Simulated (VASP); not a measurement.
# TaWO4 (P2/c) in VASP: single point with PBE

Aim: the single point of TaWO4 with PBE.

Program: VASP 6.6.1. These are calculated values, not measurements. Logs are shortened: lines on timing, memory, paths and dates and some standing lists are left out, and cuts for length are marked.

### Step 1. The cell of the first run

It takes space group P2/c (No. 13, monoclinic). Conventional cell: a = 4.978 Å, b = 5.934 Å, c = 5.149 Å, α = 90.00°, β = 91.18°, γ = 90.00°. O (site symmetry 1) has 1 W at 1.81 Å and 2 Ta at 2.22 to 2.37 Å within 2.4 Å. O (site symmetry 1) has 2 W at 2.00 to 2.23 Å and 1 Ta at 2.15 Å and 1 O at 2.54 Å within 2.6 Å. W (site symmetry 2) has 6 O at 1.81 to 2.23 Å within 2.4 Å. Ta (site symmetry 2) has 6 O at 2.15 to 2.37 Å within 2.8 Å.

### Step 2. Single point, PBE

Input file INCAR:

```
  PREC = Accurate
  ENCUT = 600
  EDIFF = 1E-6
  ISMEAR = -1
  SIGMA = 0.1
  LREAL = F
  LASPH = T
  NELM = 120
  ALGO = Normal
  ISIF = 2
  LWAVE = F
  LCHARG = F
  GGA = PE
  NBANDS = 61
  GGA_COMPAT = F
```

Input file KPOINTS:

```
regular mesh
0
Gamma
  5 5 5
```

Input file POSCAR:

```
TaWO4
1.0
    4.9777260000      0.0000000000      0.0000000000
    0.0000000000      5.9338930000      0.0000000000
   -0.1060390000      0.0000000000      5.1482380000
O W Ta
8 2 2
Direct
    0.2524000000      0.3707000000      0.3918000000
    0.7476000000      0.3707000000      0.1082000000
    0.7476000000      0.6293000000      0.6082000000
    0.2524000000      0.6293000000      0.8918000000
    0.2132000000      0.1026000000      0.9394000000
    0.7868000000      0.1026000000      0.5606000000
    0.7868000000      0.8974000000      0.0606000000
    0.2132000000      0.8974000000      0.4394000000
    0.0000000000      0.1853000000      0.2500000000
    0.0000000000      0.8147000000      0.7500000000
    0.5000000000      0.6866000000      0.2500000000
    0.5000000000      0.3134000000      0.7500000000
```

Potentials or basis: VASP PAW PBE potentials, release 64 (O, W_sv, Ta_pv).

Command:

```console
> cat potpaw_PBE.64/O/POTCAR potpaw_PBE.64/W_sv/POTCAR potpaw_PBE.64/Ta_pv/POTCAR > POTCAR
> mpirun -np 1 vasp_std > vasp.out
```

OUTCAR:

```text
PREC = Accurate
   ENCUT = 600
   EDIFF = 1E-6
   ISMEAR = -1
   LREAL = F
   LASPH = T
   NELM = 120
   ISIF = 2
   GGA = PE

 ion  position               nearest neighbor table
   1  0.252  0.371  0.392-   9 1.81  12 2.22  11 2.37
   2  0.748  0.371  0.108-   9 1.81  12 2.22  11 2.37
   3  0.748  0.629  0.608-  10 1.81  11 2.22  12 2.37
   4  0.252  0.629  0.892-  10 1.81  11 2.22  12 2.37
   5  0.213  0.103  0.939-   9 2.00  12 2.15  10 2.23
   6  0.787  0.103  0.561-   9 2.00  12 2.15  10 2.23
   7  0.787  0.897  0.061-  10 2.00  11 2.15   9 2.23
   8  0.213  0.897  0.439-  10 2.00  11 2.15   9 2.23
   9  0.000  0.185  0.250-   1 1.81   2 1.81   5 2.00   6 2.00   7 2.23   8 2.23  10 3.39  10 3.39

  10  0.000  0.815  0.750-   3 1.81   4 1.81   7 2.00   8 2.00   5 2.23   6 2.23   9 3.39   9 3.39

  11  0.500  0.687  0.250-   7 2.15   8 2.15   3 2.22   4 2.22   1 2.37   2 2.37  12 3.40  12 3.40

  12  0.500  0.313  0.750-   5 2.15   6 2.15   1 2.22   2 2.22   3 2.37   4 2.37  11 3.40  11 3.40

  LATTYP: Found a simple monoclinic cell.
 ALAT       =     4.9777260000
 B/A-ratio  =     1.1920891186
 C/A-ratio  =     1.0344743633
 COS(beta)  =    -0.0205927764

  Lattice vectors:

 A1 = (   4.9777260000,   0.0000000000,   0.0000000000)
 A2 = (   0.0000000000,   5.9338930000,   0.0000000000)
 A3 = (  -0.1060390000,   0.0000000000,   5.1482380000)

Analysis of symmetry for initial positions (statically):
=====================================================================
 Subroutine PRICEL returns:
 Original cell was already a primitive cell.

 Routine SETGRP: Setting up the symmetry group for a
 simple monoclinic supercell.

 Subroutine GETGRP returns: Found  4 space group operations
 (whereof  2 operations were pure point group operations)
 out of a pool of  4 trial point group operations.

The static configuration has the point symmetry S_2 .
 The point group associated with its full space group is C_2h.

Analysis of symmetry for dynamics (positions and initial velocities):
=====================================================================
 Subroutine PRICEL returns:
 Original cell was already a primitive cell.

 Routine SETGRP: Setting up the symmetry group for a
 simple monoclinic supercell.

 Subroutine GETGRP returns: Found  4 space group operations
 (whereof  2 operations were pure point group operations)
 out of a pool of  4 trial point group operations.
[... 131 lines left out ...]
   TEBEG  =    0.0;   TEEND  =   0.0 temperature during run
   PSTRESS=    0.0 pullay stress
   NELECT =      98.0000    total number of electrons
   NUPDOWN=      -1.0000    fix difference up-down
   EMIN   =  10.00;   EMAX   =-10.00  energy-range for DOS
   EFERMI =   0.00;   METHOD = LEGACY
   ISMEAR =    -1;   SIGMA  =   0.10  broadening in eV -4-tet -1-fermi 0-gaus
   EFERMI_NEDOS =   21; number of points for ismear=-14 and -15
   IALGO  =     38    algorithm
   IMIX   =      4    mixing-type and parameters
     AMIX     =   0.40;   BMIX     =  1.00
     AMIX_MAG =   1.60;   BMIX_MAG =  1.00
  volume/ion in A,a.u.               =      12.67        85.52
  Fermi-wavevector in a.u.,A,eV,Ry     =   1.414079  2.672222 27.206484  1.999620
  Thomas-Fermi vector in A             =   2.535659
   LORBIT       =      0    0 simple, 1 ext, 2 COOP (PROOUT), +10 PAW based schemes
   GGA     = PE    functional components
   LHFCALC =     F    Hartree Fock is set to
   AEXX    =    0.0000 exact exchange contribution
   IVDW    =     0    specifies the selected vdW correction
   LEPSILON=     F    determine dielectric tensor
   LRPA    =     F    only Hartree local field effects (RPA)
 non-spin polarized calculation
  energy-cutoff  :      600.00
  volume of cell :      152.07
 maximum number of plane-waves:      5098
   NGX = 19   NGY = 23   NGZ = 21

 number of electron      97.9999984 magnetization

 Free energy of the ion-electron system (eV)
  ---------------------------------------------------
  ext. energy  EPLUGINS =         0.00000000
  ---------------------------------------------------
  free energy    TOTEN  =      -110.36184105 eV

  energy without entropy =     -110.02400944  energy(sigma->0) =     -110.19292525

 E-fermi :   6.4171     XC(G=0): -11.1474

 val. band max:        6.4166795237   @ k =   0.4000   0.4000   0.2000
 cond. band min:       6.4271725108   @ k =   0.0000   0.2000   0.2000
 fundamental gap:      0.0104929871
 Fermi energy:         6.4171475280

 k-point     1 :       0.0000    0.0000    0.0000
  band No.  band energies     occupation
      1     -69.9691      2.00000
      2     -69.9654      2.00000
      3     -34.4588      2.00000
      4     -34.4478      2.00000
      5     -34.3574      2.00000
      6     -34.2987      2.00000
[... 1525 lines left out ...]
     60       9.1279      0.00000
     61       9.7820      0.00000

 [... further k-points ...]

------------------------ aborting loop because EDIFF is reached ----------------------------------------

  FORCE on cell =-STRESS in cart. coord.  units (eV):
  Direction    XX          YY          ZZ          XY          YZ          ZX
  --------------------------------------------------------------------------------------
  -------------------------------------------------------------------------------------
  Total       -4.1129044     -9.1300517     -9.4134853      0.0000000      0.0000000      6.4903778
  in kB      -43.3341101    -96.1954445    -99.1817387      0.0000000      0.0000000     68.3834870
  external PRESSURE =     -79.5704311 kB  Pullay stress =       0.0000000 kB

 VOLUME and BASIS-vectors are now :
 -----------------------------------------------------------------------------
  energy-cutoff  :      600.00
  volume of cell :      152.07
      direct lattice vectors                 reciprocal lattice vectors
     4.977726000  0.000000000  0.000000000     0.200894947  0.000000000  0.004137862
     0.000000000  5.933893000  0.000000000     0.000000000  0.168523430  0.000000000
    -0.106039000  0.000000000  5.148238000     0.000000000  0.000000000  0.194241214

 POSITION                                       TOTAL-FORCE (eV/Angst)
 -----------------------------------------------------------------------------------
      1.21483      2.19969      2.01708         2.405287      2.132856      1.279715
      3.70987      2.19969      0.55704        -2.405287      2.132856     -1.279715
      3.65686      3.73420      3.13116        -2.405287     -2.132856     -1.279715
      1.16181      3.73420      4.59120         2.405287     -2.132856      1.279715
      0.96164      0.60882      4.83625         1.127527      0.951691     -0.980337
      3.85703      0.60882      2.88610        -1.127527      0.951691      0.980337
      3.91005      5.32508      0.31198        -1.127527     -0.951691      0.980337
      1.01466      5.32508      2.26214         1.127527     -0.951691     -0.980337
     -0.02651      1.09955      1.28706         0.000000     -4.105356     -0.000000
     -0.07953      4.83434      3.86118         0.000000      4.105356      0.000000
      2.46235      4.07421      1.28706        -0.000000     -1.565390     -0.000000
      2.40933      1.85968      3.86118        -0.000000      1.565390      0.000000
 -----------------------------------------------------------------------------------
    total drift:                               -0.000000      0.000000     -0.000000

  FREE ENERGIE OF THE ION-ELECTRON SYSTEM (eV)
  ---------------------------------------------------
  free  energy   TOTEN  =      -110.3618410467 eV

  energy  without entropy=     -110.0240094448  energy(sigma->0) =     -110.19292525
```

OSZICAR:

```text
N       E                     dE             d eps       ncg     rms          rms(c)
DAV:   1     0.115314571095E+04    0.11531E+04   -0.60037E+04  4822   0.187E+03
DAV:   2    -0.232954994826E+02   -0.11764E+04   -0.11361E+04  5418   0.527E+02
DAV:   3    -0.126485202217E+03   -0.10319E+03   -0.10128E+03  5436   0.155E+02
DAV:   4    -0.129538371476E+03   -0.30532E+01   -0.29316E+01  6084   0.256E+01
DAV:   5    -0.129613885312E+03   -0.75514E-01   -0.74043E-01  5860   0.337E+00    0.610E+01
DAV:   6    -0.111400810409E+03    0.18213E+02   -0.12034E+02  5553   0.472E+01    0.224E+01
DAV:   7    -0.111524136247E+03   -0.12333E+00   -0.17165E+01  5996   0.171E+01    0.176E+01
DAV:   8    -0.110973159271E+03    0.55098E+00   -0.11200E+01  5815   0.105E+01    0.104E+01
DAV:   9    -0.110375560402E+03    0.59760E+00   -0.25929E+00  5882   0.483E+00    0.148E+00
DAV:  10    -0.110361697479E+03    0.13863E-01   -0.66773E-02  5463   0.104E+00    0.402E-01
DAV:  11    -0.110361550533E+03    0.14695E-03   -0.79278E-03  5887   0.440E-01    0.104E-01
DAV:  12    -0.110361783488E+03   -0.23295E-03   -0.69754E-04  5836   0.119E-01    0.504E-02
DAV:  13    -0.110361837202E+03   -0.53714E-04   -0.85778E-05  5804   0.478E-02    0.170E-02
DAV:  14    -0.110361840391E+03   -0.31890E-05   -0.15418E-05  5476   0.206E-02    0.707E-03
DAV:  15    -0.110361841047E+03   -0.65557E-06   -0.41966E-06  4644   0.927E-03
   1 F= -.11036184E+03 E0= -.11019293E+03  d E =-.337832E+00
```

stdout:

```text
POSCAR found type information on POSCAR O W Ta
 POSCAR found :  3 types and      12 ions
 scaLAPACK will be used
 LDA part: xc-table for (Slater+PW92), standard interpolation
 POSCAR, INCAR and KPOINTS ok, starting setup
 FFT: planning ... GRIDC
 FFT: planning ... GRID_SOFT
 FFT: planning ... GRID
 WAVECAR not read
 entering main loop
```

It took 12 min on 1 thread of Intel Xeon 8259CL, shared host; peak memory 0.5 GiB.

Results:

```yaml
Free_energy: -110.3618 eV
Pressure: -8.0 GPa
Largest_force: 4.105 eV/Å
Band_gap_on_the_k_mesh: zero (bands 49 and 50 overlap by 0.27 eV)
```

Forces on the atoms (eV/Å):
```
O    2.405  2.133  1.280
O   -2.405  2.133 -1.280
O   -2.405 -2.133 -1.280
O    2.405 -2.133  1.280
O    1.128  0.952 -0.980
O   -1.128  0.952  0.980
O   -1.128 -0.952  0.980
O    1.128 -0.952 -0.980
W    0.000 -4.105  0.000
W    0.000  4.105  0.000
Ta   0.000 -1.565  0.000
Ta   0.000  1.565  0.000
```

Caveat: the stress differs along the axes, from -10 to -4 GPa; spin-orbit coupling is left out, which moves the levels of the heavy elements; forces of over 1 eV/Å act on the atoms, so gaps and moduli don't describe the material at rest.
